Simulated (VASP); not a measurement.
# Ti (P2_1/m) in VASP: single point with PBE

Aim: the single point of Ti with PBE.

Program: VASP 6.6.1. These are calculated values, not measurements. Logs are shortened: lines on timing, memory, paths and dates and some standing lists are left out, and cuts for length are marked.

## (1) The cell of the first run

Symmetry: P2_1/m, No. 11, monoclinic system. The conventional cell has a = 2.950 Å, b = 4.686 Å, c = 2.950 Å, α = 90.00°, β = 120.00°, γ = 90.00°. Ti (site symmetry m) has 12 Ti at 2.82 to 2.98 Å within 3.7 Å.

## (2) Single point, PBE (one atom moved)

INCAR

```
SYSTEM = Ti
  PREC = Accurate
  ENCUT = 520
  EDIFF = 1E-7
  ISMEAR = 0
  SIGMA = 0.1
  LREAL = .False.
  LASPH = .True.
  NELM = 100
  ALGO = Fast
  ISIF = 2
  LWAVE = .False.
  LCHARG = .False.
  GGA = PE
  NBANDS = 19
```

KPOINTS

```
regular mesh
0
Gamma
  15 15 8
  0 0 0
```

POSCAR

```
Ti
1.0
    2.9499978604      0.0000000000      0.0000000000
   -1.4749989302      2.5547730882      0.0000000000
    0.0000000000      0.0000000000      4.6860000000
Ti
2
Direct
    0.3841808278      0.6666666667      0.2500000000
    0.6666666667      0.3333333333      0.7500000000
```

Potentials or basis: VASP PAW PBE potentials, release 64 (Ti_sv).

Started as:

```console
$ cat potpaw_PBE.64/Ti_sv/POTCAR > POTCAR
$ mpirun -np 1 vasp_std > vasp.out
```

OUTCAR:

```text
SYSTEM = Ti
   PREC = Accurate
   ENCUT = 520
   EDIFF = 1E-7
   ISMEAR = 0
   LREAL = .False.
   LASPH = .True.
   NELM = 100
   ISIF = 2
   GGA = PE

 ion  position               nearest neighbor table
   1  0.384  0.667  0.250-   2 2.82   2 2.82   2 2.90   2 2.90
   2  0.667  0.333  0.750-   1 2.82   1 2.82   1 2.90   1 2.90

  LATTYP: Found a hexagonal cell.
 ALAT       =     2.9499978604
 C/A-ratio  =     1.5884757284

  Lattice vectors:

 A1 = (   2.9499978604,   0.0000000000,   0.0000000000)
 A2 = (  -1.4749989302,   2.5547730882,   0.0000000000)
 A3 = (   0.0000000000,   0.0000000000,   4.6860000000)

Analysis of symmetry for initial positions (statically):
=====================================================================
 Subroutine PRICEL returns:
 Original cell was already a primitive cell.

 Routine SETGRP: Setting up the symmetry group for a
 hexagonal supercell.

 Subroutine GETGRP returns: Found  4 space group operations
 (whereof  1 operations were pure point group operations)
 out of a pool of 24 trial point group operations.

The static configuration has the point symmetry C_1 .
 The point group associated with its full space group is C_2h.

Analysis of symmetry for dynamics (positions and initial velocities):
=====================================================================
 Subroutine PRICEL returns:
 Original cell was already a primitive cell.

 Routine SETGRP: Setting up the symmetry group for a
 hexagonal supercell.

 Subroutine GETGRP returns: Found  4 space group operations
 (whereof  1 operations were pure point group operations)
 out of a pool of 24 trial point group operations.

The dynamic configuration has the point symmetry C_1 .
 The point group associated with its full space group is C_2h.

 Subroutine INISYM returns: Found  4 space group operations
 (whereof  1 operations are pure point group operations),
 and found     1 'primitive' translations

----------------------------------------------------------------------------------------

                                     Primitive cell

  volume of cell :      35.3164

  direct lattice vectors                    reciprocal lattice vectors
     2.949997860  0.000000000  0.000000000     0.338983297  0.195712098  0.000000000
    -1.474998930  2.554773088  0.000000000     0.000000000  0.391424195  0.000000000
     0.000000000  0.000000000  4.686000000     0.000000000  0.000000000  0.213401622

  length of vectors
     2.949997860  2.949997860  4.686000000     0.391424195  0.391424195  0.213401622

  position of ions in fractional coordinates (direct lattice)
     0.384180828  0.666666667  0.250000000
     0.666666667  0.333333333  0.750000000

  ion indices of the primitive-cell ions
   primitive index   ion index
                 1           1
                 2           2

----------------------------------------------------------------------------------------

 KPOINTS: regular mesh

Automatic generation of k-mesh.
 Grid dimensions read from file:
 generate k-points for:   15   15    8

 Generating k-lattice:

  Cartesian coordinates                     Fractional coordinates (reciprocal lattice)
     0.022598886  0.013047473  0.000000000     0.066666667  0.000000000  0.000000000
     0.000000000  0.026094946  0.000000000     0.000000000  0.066666667  0.000000000
     0.000000000  0.000000000  0.026675203     0.000000000  0.000000000  0.125000000

  Length of vectors
     0.026094946  0.026094946  0.026675203

  Shift w.r.t. Gamma in fractional coordinates (k-lattice)
     0.000000000  0.000000000  0.000000000

 Subroutine IBZKPT returns following result:
 ===========================================

 Found    565 irreducible k-points:

 Following reciprocal coordinates:
            Coordinates               Weight
  0.000000  0.000000  0.000000      1.000000
  0.066667  0.000000  0.000000      2.000000
  0.000000  0.066667  0.000000      2.000000
 -0.066667  0.066667  0.000000      2.000000
  0.133333  0.000000  0.000000      2.000000
  0.000000  0.133333  0.000000      2.000000
[... 16 lines left out ...]
  0.066667  0.066667  0.000000      2.000000
 -0.066667  0.133333  0.000000      2.000000
 [... further k-points ...]
   k-points           NKPTS =    565   k-points in BZ     NKDIM =    565   number of bands    NBANDS=     19
   number of dos      NEDOS =    301   number of ions     NIONS =      2
   total plane-waves  NPLWV =  20736
   dimension x,y,z NGX =    24 NGY =   24 NGZ =   36
   dimension x,y,z NGXF=    48 NGYF=   48 NGZF=   72
   ions per type =               2
   NGX,Y,Z   is equivalent  to a cutoff of  13.53, 13.53, 12.77 a.u.
   NGXF,Y,Z  is equivalent  to a cutoff of  27.05, 27.05, 25.54 a.u.
 SYSTEM =  Ti
   PREC   = accura    normal or accurate (medium, high low for compatibility)
   ISTART =      0    job   : 0-new  1-cont  2-samecut
   ICHARG =      2    charge: 1-file 2-atom 10-const
   ISPIN  =      1    spin polarized calculation?
   LNONCOLLINEAR =      F non collinear calculations
   LSORBIT =      F    spin-orbit coupling
   LASPH  =      T    aspherical Exc in radial PAW
   ENCUT  =  520.0 eV  38.22 Ry    6.18 a.u.   5.49  5.49  8.71*2*pi/ulx,y,z
   NELM   =    100;   NELMIN=  2; NELMDL= -5     # of ELM steps
   EDIFF  = 0.1E-06   stopping-criterion for ELM
   LREAL  =      F    real-space projection
   EDIFFG = 0.1E-05   stopping-criterion for IOM
   NSW    =      0    number of steps for IOM
   IBRION =     -1    ionic relax: 0-MD 1-quasi-New 2-CG
   NFREE  =      0    steps in history (QN), initial steepest desc. (CG)
   ISIF   =      2    stress and relaxation
   ISYM   =      2    0-nonsym 1-usesym 2-fastsym
   POTIM  = 0.5000    time-step for ionic-motion
   TEBEG  =    0.0;   TEEND  =   0.0 temperature during run
   PSTRESS=    0.0 pullay stress
   NELECT =      24.0000    total number of electrons
   NUPDOWN=      -1.0000    fix difference up-down
   EMIN   =  10.00;   EMAX   =-10.00  energy-range for DOS
   EFERMI =   0.00;   METHOD = LEGACY
   ISMEAR =     0;   SIGMA  =   0.10  broadening in eV -4-tet -1-fermi 0-gaus
   EFERMI_NEDOS =   21; number of points for ismear=-14 and -15
   IALGO  =     68    algorithm
   IMIX   =      4    mixing-type and parameters
     AMIX     =   0.40;   BMIX     =  1.00
     AMIX_MAG =   1.60;   BMIX_MAG =  1.00
  volume/ion in A,a.u.               =      17.66       119.16
  Fermi-wavevector in a.u.,A,eV,Ry     =   1.439306  2.719894 28.185854  2.071602
  Thomas-Fermi vector in A             =   2.558176
   LORBIT       =      0    0 simple, 1 ext, 2 COOP (PROOUT), +10 PAW based schemes
   GGA     = PE    functional components
   LHFCALC =     F    Hartree Fock is set to
   AEXX    =    0.0000 exact exchange contribution
   IVDW    =     0    specifies the selected vdW correction
   LEPSILON=     F    determine dielectric tensor
   LRPA    =     F    only Hartree local field effects (RPA)
 non-spin polarized calculation
 RMM-DIIS sequential band-by-band and
 Gauss-broadening in eV      SIGMA  =   0.10
  energy-cutoff  :      520.00
  volume of cell :       35.32
 maximum number of plane-waves:       980
 NGX is ok and might be reduce to    24
   NGX = 11   NGY = 11   NGZ = 17

 number of electron      24.0000000 magnetization

 Free energy of the ion-electron system (eV)
  ---------------------------------------------------
  ext. energy  EPLUGINS =         0.00000000
  ---------------------------------------------------
  free energy    TOTEN  =       -15.65622011 eV

  energy without entropy =      -15.64433938  energy(sigma->0) =      -15.65027974

 E-fermi :   8.1489     XC(G=0): -11.4189

 val. band max:        8.1488866364   @ k =  -0.2000   0.4667   0.3750
 cond. band min:       8.1503446458   @ k =  -0.1333   0.2000  -0.3750
 fundamental gap:      0.0014580094
 Fermi energy:         8.1489080162

 k-point     1 :       0.0000    0.0000    0.0000
  band No.  band energies     occupation
      1     -48.7243      2.00000
      2     -48.5955      2.00000
      3     -25.2949      2.00000
      4     -24.6999      2.00000
      5     -24.6608      2.00000
      6     -24.6154      2.00000
[... 11 lines left out ...]
     18      10.0434      0.00000
     19      10.9805      0.00000

 k-point     2 :       0.0667    0.0000    0.0000
  band No.  band energies     occupation
      1     -48.7204      2.00000
      2     -48.5936      2.00000
      3     -25.2866      2.00000
      4     -24.7067      2.00000
      5     -24.6798      2.00000
      6     -24.6200      2.00000
[... 11 lines left out ...]
     18       9.9529      0.00000
     19      11.3231      0.00000

 k-point     3 :       0.0000    0.0667    0.0000
  band No.  band energies     occupation
      1     -48.7202      2.00000
      2     -48.5938      2.00000
      3     -25.2856      2.00000
      4     -24.7135      2.00000
      5     -24.6726      2.00000
      6     -24.6193      2.00000
[... 11 lines left out ...]
     18       9.9590      0.00000
     19      11.1382      0.00000

 k-point     4 :      -0.0667    0.0667    0.0000
  band No.  band energies     occupation
      1     -48.7200      2.00000
      2     -48.5939      2.00000
      3     -25.2849      2.00000
      4     -24.7177      2.00000
      5     -24.6691      2.00000
      6     -24.6201      2.00000
[... 11 lines left out ...]
     18       9.9471      0.00000
     19      11.0604      0.00000

 k-point     5 :       0.1333    0.0000    0.0000
  band No.  band energies     occupation
      1     -48.7092      2.00000
      2     -48.5884      2.00000
      3     -25.2627      2.00000
      4     -24.7432      2.00000
      5     -24.7168      2.00000
      6     -24.6717      2.00000
[... 11 lines left out ...]
     18       9.8101      0.00000
     19      11.5142      0.00000

 k-point     6 :       0.0000    0.1333    0.0000
  band No.  band energies     occupation
      1     -48.7084      2.00000
      2     -48.5892      2.00000
      3     -25.2587      2.00000
      4     -24.7602      2.00000
      5     -24.6977      2.00000
      6     -24.6658      2.00000
[... 11 lines left out ...]
     18       9.8005      0.00000
     19      11.2998      0.00000

 k-point     7 :      -0.1333    0.1333    0.0000
  band No.  band energies     occupation
      1     -48.7078      2.00000
      2     -48.5898      2.00000
      3     -25.2557      2.00000
      4     -24.7691      2.00000
      5     -24.6901      2.00000
      6     -24.6560      2.00000
[... 11 lines left out ...]
     18       9.7211      0.00000
     19      11.2057      0.00000

 k-point     8 :       0.2000    0.0000    0.0000
  band No.  band energies     occupation
      1     -48.6924      2.00000
      2     -48.5811      2.00000
      3     -25.2259      2.00000
      4     -24.8262      2.00000
      5     -24.7489      2.00000
      6     -24.7400      2.00000
[... 256 lines left out ...]
 k-point    20 :       0.4667    0.0000    0.0000
  band No.  band energies     occupation
      1     -48.6271      2.00000
      2     -48.5597      2.00000
      3     -25.1304      2.00000
      4     -25.0671      2.00000
      5     -25.0019      2.00000
      6     -24.8230      2.00000
[... 11 lines left out ...]
     18      11.6828      0.00000
     19      12.0945      0.00000

 k-point    21 :       0.0000    0.4667    0.0000
  band No.  band energies     occupation
      1     -48.6166      2.00000
      2     -48.5701      2.00000
      3     -25.1266      2.00000
      4     -25.0145      2.00000
      5     -25.0143      2.00000
      6     -24.8112      2.00000
[... 11 lines left out ...]
     18      11.6149      0.00000
     19      12.2103      0.00000

 k-point    22 :      -0.4667    0.4667    0.0000
  band No.  band energies     occupation
      1     -48.6031      2.00000
      2     -48.5834      2.00000
      3     -25.1232      2.00000
      4     -25.0238      2.00000
      5     -24.9463      2.00000
      6     -24.8415      2.00000
[... 11 lines left out ...]
     18      11.6706      0.00000
     19      12.3090      0.00000

 k-point    23 :       0.0667    0.0667    0.0000
  band No.  band energies     occupation
      1     -48.7128      2.00000
      2     -48.5901      2.00000
      3     -25.2702      2.00000
      4     -24.7272      2.00000
      5     -24.7092      2.00000
      6     -24.6535      2.00000
[... 11 lines left out ...]
     18       9.7744      0.00000
     19      11.5031      0.00000

 k-point    24 :      -0.0667    0.1333    0.0000
  band No.  band energies     occupation
      1     -48.7117      2.00000
      2     -48.5912      2.00000
      3     -25.2651      2.00000
      4     -24.7510      2.00000
      5     -24.6877      2.00000
      6     -24.6307      2.00000
[... 11 lines left out ...]
     18       9.8884      0.00000
     19      11.1044      0.00000

 [... further k-points ...]
[... 5 lines left out ...]
  --------------------------------------------------------------------------------------
  -------------------------------------------------------------------------------------
  Total       -0.4215356     -0.4701168     -0.4481174     -0.3783613      0.0000000      0.0000000
  in kB      -19.1235500    -21.3275056    -20.3294717    -17.1648890      0.0000000      0.0000000
  external PRESSURE =     -20.2601758 kB  Pullay stress =       0.0000000 kB

 VOLUME and BASIS-vectors are now :
 -----------------------------------------------------------------------------
  energy-cutoff  :      520.00
  volume of cell :       35.32
      direct lattice vectors                 reciprocal lattice vectors
     2.949997860  0.000000000  0.000000000     0.338983297  0.195712098  0.000000000
    -1.474998930  2.554773088  0.000000000     0.000000000  0.391424195  0.000000000
     0.000000000  0.000000000  4.686000000     0.000000000  0.000000000  0.213401622

 POSITION                                       TOTAL-FORCE (eV/Angst)
 -----------------------------------------------------------------------------------
      0.15000      1.70318      1.17150        -0.222275      0.013937     -0.000000
      1.47500      0.85159      3.51450         0.222275     -0.013937      0.000000
 -----------------------------------------------------------------------------------
    total drift:                               -0.000010     -0.000001     -0.000000

  FREE ENERGIE OF THE ION-ELECTRON SYSTEM (eV)
  ---------------------------------------------------
  free  energy   TOTEN  =       -15.6562201110 eV

  energy  without entropy=      -15.6443393777  energy(sigma->0) =      -15.65027974
```

It took 17 min on 1 thread of Intel Xeon 6975P-C, shared host; peak memory 0.41 GiB.

Results:

* Free energy: -15.6562 eV
* Pressure: -2.0 GPa
* Largest force: 0.223 eV/Å
* Band gap on the k mesh: zero (band 12 reaches 8.88 eV, above the bottom of band 13 at 7.83 eV)

Forces on the atoms (eV/Å):
```
Ti  -0.222  0.014  0.000
Ti   0.222 -0.014  0.000
```

Levels at points of the mesh, in eV from the Fermi level:
```csv
k point,band 8,band 9,band 10,band 11,band 12,band 13,band 14,band 15,band 16,band 17
"(0.00, 0.00, 0.00)",-32.72,-6.16,-2.63,0.72,0.73,0.74,0.86,1.22,1.40,1.40
"(0.00, 0.00, 0.50)",-32.78,-4.33,-4.33,0.07,0.07,0.66,0.66,0.76,0.76,2.65
```

Caveat: the cell differs from its parent crystal (one atom moved).
